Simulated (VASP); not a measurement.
**TiO2: single point with RPBE+D3(BJ)**

The system is TiO2.

```xyz
9
Lattice="4.4571 0.0000 0.0000 -2.2285 3.8599 0.0000 0.0000 0.0000 5.4399" Properties=species:S:1:pos:R:3 pbc="T T T"
Ti    1.7425    0.0000    1.8133
Ti   -0.8712    1.5090    3.6266
Ti    1.3573    2.3509    0.0000
O     0.6907    4.0110    0.4083
O     2.9192   -0.1511    3.2183
O     0.8998    1.2563    4.0349
O     3.1283    2.6036    5.0316
O    -1.5905    2.4525    2.2216
O     0.6381    1.4074    1.4050
```

```json
{
 "Program": "VASP 6.6.1",
 "Task": "single point",
 "Functional": "RPBE",
 "Dispersion": "D3(BJ)",
 "Potentials or basis": "VASP PAW PBE potentials, release 64 (Ti_sv, O_h)",
 "Cutoff": "910 eV",
 "k mesh": "6 × 6 × 5",
 "Occupations": "fermi-dirac, width 0.05 eV",
 "Spin": "no spin polarisation",
 "Dipole correction": "no",
 "Further INCAR settings": "ALGO = Normal; EDIFF = 1e-06; NBANDS = 46"
}
```

```yaml
Pressure: 0.0 GPa
Largest_force: 0.047 eV/Å
Band_gap_on_the_k_mesh: 2.55 eV (least direct gap 2.69 eV)
Dispersion_energy_per_atom: -1.022 eV
```

Forces in eV/Å, atoms in the order of the input:
```
Ti   0.001  0.000  0.000
Ti   0.000  0.000  0.000
Ti   0.000  0.000  0.000
O    0.012  0.037 -0.026
O    0.012 -0.037  0.026
O    0.026 -0.029 -0.026
O    0.026  0.029  0.026
O   -0.038 -0.008 -0.026
O   -0.038  0.008  0.026
```

Stress tensor (GPa, compression positive):
```
 0.06  0.00  0.00
 0.00  0.06  0.00
 0.00  0.00 -0.04
```

Levels at points of the mesh, in eV from the valence-band top:
```tsv
k point	band 32	band 33	band 34	band 35	band 36	band 37	band 38	band 39	band 40	band 41
(0.00, 0.00, 0.00)	-1.42	-1.15	-0.73	-0.73	-0.58	3.11	3.11	3.25	3.29	3.29
(0.50, 0.00, 0.00)	-1.72	-1.08	-0.67	-0.63	0.00	2.69	3.09	3.20	3.83	3.85
```

Run time: 3.9 min on 1 thread of Intel(R) Xeon(R) 6975P-C (Granite Rapids) (shared host), peak memory 0.45 GiB.

Caveat: the cutoff is under 1.25 times the usual one of these potentials, so pressure, stress and relaxed cells hold a basis-set (Pulay) error; the PAW data sets were made with another functional, which shifts forces and pressure a little; an odd mesh through Γ misses points on the zone boundary, where band edges can lie.
